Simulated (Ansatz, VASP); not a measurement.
# Two plane-wave programs on HfO2

File INCAR:

```
SYSTEM = HfO2
PREC = Accurate
ENCUT = 520
EDIFF = 1E-6
ISMEAR = 0
SIGMA = 0.01
LREAL = .FALSE.
LASPH = .TRUE.
NELM = 100
ALGO = Normal
ISIF = 2
LWAVE = .FALSE.
LCHARG = .FALSE.
GGA = PE
NBANDS = 18
```

The input KPOINTS:

```
Automatic mesh
0
G
  4 4 4
  0 0 0
```

File POSCAR:

```
HfO2
1.0
   -0.0141163939      2.5755230972      2.5503152508
    2.6146576546     -0.0141363606      2.5503352174
    2.5662585897      2.5271439988      0.0342527211
Hf O
1 2
Direct
    0.9743100000      0.0295400000      0.0338600000
    0.2534700000      0.2413000000      0.2574000000
    0.7523100000      0.7520300000      0.6990200000
```

Input for Ansatz:

```yaml
crystal:
  lattice:
    - [-0.014116393946085595, 2.575523097166195, 2.5503152508338998]
    - [2.614657654640492, -0.01413636055704187, 2.550335217444856]
    - [2.566258589682484, 2.527143998819144, 0.03425272109548775]
  atoms:
    - { symbol: Hf, position: [0.97431, 0.02954, 0.03386] }
    - { symbol: O, position: [0.25347, 0.2413, 0.2574] }
    - { symbol: O, position: [0.75231, 0.75203, 0.69902] }
basis:
  ecutwfc: 540.0
  xc_grid: 2
kpoints:
  mp_grid:
    grid: [4, 4, 4]
hamiltonian:
  xc: pbe
scf:
  convergence:
    dr2_threshold: 1.0e-09
  occupations:
    method: fixed
output:
  forces: true
  stress: true
```

Alike in both runs: task single point; functional PBE; k mesh 4 × 4 × 4; no spin polarisation.

```csv
,VASP,Ansatz
version,VASP 6.6.1,Ansatz 0.2.0
potentials or method,"VASP PAW PBE potentials, release 64 (Hf_pv, O), cutoff 520 eV","plane waves, PAW"
occupations,"gaussian, width 0.01 eV",fixed
valence electrons in the cell,22,38
```

|  | VASP | Ansatz | Ansatz less VASP |
| --- | --- | --- | --- |
| pressure (GPa) | 2.3 | 5.5 | +3.23 |
| traceless stress, the component that is largest in VASP (GPa) | -6.64 | -6.99 | -0.352 |
| rms of the force components (eV/Å) | 1.345 | 1.369 | +0.0246 |

Atom by atom the forces differ by 0.029 eV/Å (rms over components). VASP's potentials hold 22 valence electrons a cell and Ansatz's 38, so a difference there can come from the potentials and not from the codes. Ansatz's warnings: stress scf threshold loose.

The k mesh is coarse, so the values compare programs but aren't converged. Spin-orbit coupling is off throughout.
